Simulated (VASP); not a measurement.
# Li2O (Fm-3m) in VASP: relaxation of cell and atoms with HSE06

Aim: the relaxation of cell and atoms of Li2O with HSE06.

All numbers are computed with VASP 6.6.1; they aren't measurements. Logs are shortened: lines on timing, memory, paths and dates and some standing lists are left out, and cuts for length are marked.

**1. The cell of the first run**

It takes space group Fm-3m (No. 225, cubic). The conventional cell has a = 4.573 Å, b = 4.573 Å, c = 4.573 Å, α = 90.00°, β = 90.00°, γ = 90.00°. Within 2.6 Å of O (site symmetry m-3m) lie 8 Li at 1.98 Å. Li (site symmetry -43m) has 4 O at 1.98 Å and 6 Li at 2.29 Å within 2.6 Å.

**2. Relaxation of cell and atoms, HSE06**

POSCAR reads:

```
Li2O
1.0
    0.0000000000      2.2863684468      2.2863684468
    2.2863684468      0.0000000000      2.2863684468
    2.2863684468      2.2863684468      0.0000000000
O Li
1 2
Direct
    0.0000000000      0.0000000000      0.0000000000
    0.2500000000      0.2500000000      0.2500000000
    0.7500000000      0.7500000000      0.7500000000
```

INCAR.step1 reads:

```
SYSTEM = Li2O
PREC = Accurate ; ENCUT = 750
EDIFF = 1E-5 ; ISMEAR = -1
SIGMA = 0.02 ; LREAL = .FALSE.
LASPH = .TRUE. ; NELM = 120
ALGO = Normal ; LWAVE = .TRUE.
LCHARG = .FALSE. ; GGA = PE
NBANDS = 13 ; GGA_COMPAT = .FALSE.
IBRION = 2 ; ISIF = 3
EDIFFG = -0.005 ; NELMIN = 4
NSW = 100
```

INCAR.step2 reads:

```
SYSTEM = Li2O
PREC = Accurate ; ENCUT = 750
EDIFF = 1E-7 ; ISMEAR = -1
SIGMA = 0.02 ; LREAL = .FALSE.
LASPH = .TRUE. ; NELM = 120
ALGO = Normal ; ISIF = 3
LWAVE = .FALSE. ; LCHARG = .FALSE.
GGA = PE ; LHFCALC = .TRUE.
HFSCREEN = 0.2079 ; PRECFOCK = Normal
IBRION = 2 ; NSW = 80
EDIFFG = -0.005 ; ISTART = 1
GGA_COMPAT = .FALSE. ; NELMIN = 4
```

KPOINTS reads:

```
regular mesh
0
G
  6 6 6
  0 0 0
```

Potentials or basis: VASP PAW PBE potentials, release 64 (O, Li_sv).

The run is started by

```bash
$ cat potpaw_PBE.64/O/POTCAR potpaw_PBE.64/Li_sv/POTCAR > POTCAR
$ cp INCAR.step1 INCAR
$ mpirun -np 1 vasp_std > vasp.out
$ cp INCAR.step2 INCAR
$ mpirun -np 1 vasp_std > vasp.out
```

OUTCAR:

```text
SYSTEM = Li2O
   PREC = Accurate
   ENCUT = 750
   EDIFF = 1E-7
   ISMEAR = -1
   LREAL = .FALSE.
   LASPH = .TRUE.
   NELM = 120
   ISIF = 3
   GGA = PE
   LHFCALC = .TRUE.
   HFSCREEN = 0.2079
   PRECFOCK = Normal
   IBRION = 2
   NSW = 80
   EDIFFG = -0.005
   ISTART = 1
   NELMIN = 4

 ion  position               nearest neighbor table
   1  0.000  0.000  0.000-   3 1.98   3 1.98   3 1.98   2 1.98   3 1.98   2 1.98   2 1.98   2 1.98

   2  0.250  0.250  0.250-   1 1.98   1 1.98   1 1.98   1 1.98   3 2.29   3 2.29   3 2.29   3 2.29
                             3 2.29   3 2.29
   3  0.750  0.750  0.750-   1 1.98   1 1.98   1 1.98   1 1.98   2 2.29   2 2.29   2 2.29   2 2.29
                             2 2.29   2 2.29

  LATTYP: Found a face centered cubic cell.
 ALAT       =     4.5727368936

  Lattice vectors:

 A1 = (   0.0000000000,   2.2863684468,   2.2863684468)
 A2 = (   2.2863684468,   0.0000000000,   2.2863684468)
 A3 = (   2.2863684468,   2.2863684468,   0.0000000000)

Analysis of symmetry for initial positions (statically):
=====================================================================
 Subroutine PRICEL returns:
 Original cell was already a primitive cell.

 Routine SETGRP: Setting up the symmetry group for a
 face centered cubic supercell.

 Subroutine GETGRP returns: Found 48 space group operations
 (whereof 48 operations were pure point group operations)
 out of a pool of 48 trial point group operations.

The static configuration has the point symmetry O_h .

Analysis of symmetry for dynamics (positions and initial velocities):
=====================================================================
 Subroutine PRICEL returns:
 Original cell was already a primitive cell.

 Routine SETGRP: Setting up the symmetry group for a
 face centered cubic supercell.

 Subroutine GETGRP returns: Found 48 space group operations
 (whereof 48 operations were pure point group operations)
 out of a pool of 48 trial point group operations.

The dynamic configuration has the point symmetry O_h .

 Subroutine INISYM returns: Found 48 space group operations
 (whereof 48 operations are pure point group operations),
 and found     1 'primitive' translations

----------------------------------------------------------------------------------------

                                     Primitive cell

  volume of cell :      23.9039

  direct lattice vectors                    reciprocal lattice vectors
     0.000000000  2.286368447  2.286368447    -0.218687413  0.218687413  0.218687413
     2.286368447  0.000000000  2.286368447     0.218687413 -0.218687413  0.218687413
     2.286368447  2.286368447  0.000000000     0.218687413  0.218687413 -0.218687413

  length of vectors
     3.233413266  3.233413266  3.233413266     0.378777710  0.378777710  0.378777710

  position of ions in fractional coordinates (direct lattice)
     0.000000000  0.000000000  0.000000000
     0.250000000  0.250000000  0.250000000
     0.750000000  0.750000000  0.750000000

  ion indices of the primitive-cell ions
   primitive index   ion index
                 1           1
                 2           2
                 3           3

----------------------------------------------------------------------------------------

 KPOINTS: regular mesh

Automatic generation of k-mesh.
 Grid dimensions read from file:
 generate k-points for:    6    6    6

 Generating k-lattice:

  Cartesian coordinates                     Fractional coordinates (reciprocal lattice)
    -0.036447902  0.036447902  0.036447902     0.166666667  0.000000000  0.000000000
     0.036447902 -0.036447902  0.036447902     0.000000000  0.166666667  0.000000000
     0.036447902  0.036447902 -0.036447902     0.000000000  0.000000000  0.166666667

  Length of vectors
     0.063129618  0.063129618  0.063129618

  Shift w.r.t. Gamma in fractional coordinates (k-lattice)
     0.000000000  0.000000000  0.000000000

 Subroutine IBZKPT returns following result:
 ===========================================

 Found     16 irreducible k-points:

 Following reciprocal coordinates:
            Coordinates               Weight
  0.000000  0.000000  0.000000      1.000000
  0.166667  0.000000  0.000000      8.000000
  0.333333  0.000000  0.000000      8.000000
  0.500000  0.000000  0.000000      4.000000
  0.166667  0.166667  0.000000      6.000000
  0.333333  0.166667  0.000000     24.000000
[... 8 lines left out ...]
 -0.333333  0.333333  0.166667     24.000000
 -0.333333  0.500000  0.166667     12.000000
   k-points           NKPTS =     16   k-points in BZ     NKDIM =    216   number of bands    NBANDS=     10
   number of dos      NEDOS =    301   number of ions     NIONS =      3
   total plane-waves  NPLWV =  27000
   dimension x,y,z NGX =    30 NGY =   30 NGZ =   30
   dimension x,y,z NGXF=    60 NGYF=   60 NGZF=   60
   ions per type =               1   2
   NGX,Y,Z   is equivalent  to a cutoff of  15.42, 15.42, 15.42 a.u.
   NGXF,Y,Z  is equivalent  to a cutoff of  30.85, 30.85, 30.85 a.u.
 SYSTEM =  Li2O
   PREC   = accura    normal or accurate (medium, high low for compatibility)
   ISTART =      1    job   : 0-new  1-cont  2-samecut
   ICHARG =      0    charge: 1-file 2-atom 10-const
   ISPIN  =      1    spin polarized calculation?
   LNONCOLLINEAR =      F non collinear calculations
   LSORBIT =      F    spin-orbit coupling
   LASPH  =      T    aspherical Exc in radial PAW
   ENCUT  =  750.0 eV  55.12 Ry    7.42 a.u.   7.22  7.22  7.22*2*pi/ulx,y,z
   NELM   =    120;   NELMIN=  4; NELMDL=  0     # of ELM steps
   EDIFF  = 0.1E-06   stopping-criterion for ELM
   LREAL  =      F    real-space projection
   EDIFFG = -.5E-02   stopping-criterion for IOM
   NSW    =     80    number of steps for IOM
   IBRION =      2    ionic relax: 0-MD 1-quasi-New 2-CG
   NFREE  =      1    steps in history (QN), initial steepest desc. (CG)
   ISIF   =      3    stress and relaxation
   ISYM   =      3    0-nonsym 1-usesym 2-fastsym
   POTIM  = 0.5000    time-step for ionic-motion
   TEBEG  =    0.0;   TEEND  =   0.0 temperature during run
   PSTRESS=    0.0 pullay stress
   NELECT =      12.0000    total number of electrons
   NUPDOWN=      -1.0000    fix difference up-down
   EMIN   =  10.00;   EMAX   =-10.00  energy-range for DOS
   EFERMI =   0.00;   METHOD = LEGACY
   ISMEAR =    -1;   SIGMA  =   0.02  broadening in eV -4-tet -1-fermi 0-gaus
   EFERMI_NEDOS =   21; number of points for ismear=-14 and -15
   IALGO  =     38    algorithm
   IMIX   =      1    mixing-type and parameters
     AMIX     =   0.40;   BMIX     =  1.00
     AMIX_MAG =   1.60;   BMIX_MAG =  1.00
  volume/ion in A,a.u.               =       7.97        53.77
  Fermi-wavevector in a.u.,A,eV,Ry     =   1.301105  2.458732 23.032954  1.692874
  Thomas-Fermi vector in A             =   2.432260
   LORBIT       =      0    0 simple, 1 ext, 2 COOP (PROOUT), +10 PAW based schemes
   GGA     = PE    functional components
   LHFCALC =     T    Hartree Fock is set to
   PRECFOCK=normal    Normal, Fast or Accurate (Low or Medium for compatibility)
   ENCUT4O =  -1.0   cutoff for four orbital integrals eV
   NKREDX  =     1    reduce k-point grid by
   NKREDY  =     1    reduce k-point grid by
   NKREDZ  =     1    reduce k-point grid by
   AEXX    =    0.2500 exact exchange contribution
   HFSCREEN=    0.2079 screening length (either q_TF or 0.3 A-1)
   HFSCREENC=   0.2079 screening length for correlation (either q_TF or 0.3 A-1)
   ENCUTFOCK=  -1.0 apply spherical cutoff to Coloumb kernel
   IVDW    =     0    specifies the selected vdW correction
   LEPSILON=     F    determine dielectric tensor
   LRPA    =     F    only Hartree local field effects (RPA)
 conjugate gradient relaxation of ions
 non-spin polarized calculation
  energy-cutoff  :      750.00
  volume of cell :       23.90
 maximum number of plane-waves:      1139
 NGX is ok and might be reduce to    30
  NGX = 24; NGY = 24; NGZ = 24

--------------------------------------- Ionic step        1  -------------------------------------------

 number of electron      12.0000003 magnetization

 Free energy of the ion-electron system (eV)
  ---------------------------------------------------
  ext. energy  EPLUGINS =         0.00000000
  ---------------------------------------------------
  free energy    TOTEN  =       -16.71467330 eV

  energy without entropy =      -16.71467330  energy(sigma->0) =      -16.71467330

------------------------ aborting loop because EDIFF is reached ----------------------------------------

  FORCE on cell =-STRESS in cart. coord.  units (eV):
  Direction    XX          YY          ZZ          XY          YZ          ZX
  --------------------------------------------------------------------------------------
  -------------------------------------------------------------------------------------
  Total       -0.0856752     -0.0856752     -0.0856752      0.0000000      0.0000000     -0.0000000
  in kB       -5.7424488     -5.7424488     -5.7424488      0.0000000      0.0000000     -0.0000000
  external PRESSURE =      -5.7424488 kB  Pullay stress =       0.0000000 kB
[... 96 lines left out ...]
  energy  without entropy=      -16.7149096940  energy(sigma->0) =      -16.71490969

--------------------------------------- Ionic step        4  -------------------------------------------

 number of electron      12.0000003 magnetization

 Free energy of the ion-electron system (eV)
  ---------------------------------------------------
  ext. energy  EPLUGINS =         0.00000000
  ---------------------------------------------------
  free energy    TOTEN  =       -16.71492480 eV

  energy without entropy =      -16.71492480  energy(sigma->0) =      -16.71492480

 E-fermi :   0.8808     XC(G=0):  -8.1538

 val. band max:        0.3048584437   @ k =   0.0000   0.0000   0.0000
 cond. band min:       6.9650020025   @ k =   0.5000   0.5000   0.0000
 fundamental gap:      6.6601435588
 Fermi energy:         0.8808437986

 k-point     1 :       0.0000    0.0000    0.0000
  band No.  band energies     occupation
      1     -45.1141      2.00000
      2     -44.7424      2.00000
      3     -16.6844      2.00000
      4       0.3049      2.00000
      5       0.3049      2.00000
      6       0.3049      2.00000
      7       7.5016      0.00000
      8      14.3441      0.00000
      9      14.3441      0.00000
     10      14.3441      0.00000
[... 223 lines left out ...]
  FREE ENERGIE OF THE ION-ELECTRON SYSTEM (eV)
  ---------------------------------------------------
  free  energy   TOTEN  =       -16.7149247959 eV

  energy  without entropy=      -16.7149247959  energy(sigma->0) =      -16.71492480

 reached required accuracy - stopping structural energy minimisation
```

Wall time 24 min (1 thread of Intel Xeon 6975P-C (Granite Rapids), shared host); peak memory 0.27 GiB.

Results:

```
Free energy                           : -16.7149 eV
Relaxed volume                        : 7.92 Å³/atom
Relaxed cell                          : a = 3.227 Å, b = 3.227 Å, c = 3.227 Å, α = 60.00°, β = 60.00°, γ = 60.00°
Space group after relaxing (to 0.1 Å) : Fm-3m (No. 225)
Energy gained by relaxing             : 0.1 meV/atom
Ionic steps                           : 4
Pressure after relaxing               : 0.0 GPa
Band gap on the k mesh                : 6.66 eV (least direct gap 7.20 eV)
```

Step by step:
| step | energy change (eV) | largest force (eV/Å) | pressure (GPa) | volume (Å³) |
| --- | --- | --- | --- | --- |
| 1 | 0.0000 | 0.0000 | -0.57 | 23.90 |
| 2 | -0.0002 | 0.0000 | -0.19 | 23.81 |
| 3 | -0.0002 | 0.0000 | 0.13 | 23.72 |
| 4 | -0.0003 | 0.0000 | 0.03 | 23.76 |

Final structure:
```
CELL_PARAMETERS angstrom
0.00000 2.28165 2.28165
2.28165 0.00000 2.28165
2.28165 2.28165 0.00000
ATOMIC_POSITIONS crystal
O 0.00000 0.00000 0.00000
Li 0.25000 0.25000 0.25000
Li 0.75000 0.75000 0.75000
```

Levels at points of the mesh, in eV from the valence-band top:
```csv
k point,band 2,band 3,band 4,band 5,band 6,band 7,band 8,band 9,band 10
"(0.00, 0.00, 0.00)",-45.05,-16.99,0.00,0.00,0.00,7.20,14.04,14.04,14.04
"(0.50, 0.00, 0.00)",-45.22,-16.73,-3.05,-0.50,-0.50,11.37,12.09,14.12,14.12
"(0.50, 0.50, 0.00)",-45.15,-16.67,-1.80,-1.53,-1.53,6.66,16.06,16.06,17.48
```

Caveat: the structure was generated, so it needn't be the stable form of Li2O; the PAW data sets were made with another functional, which shifts forces and pressure a little.
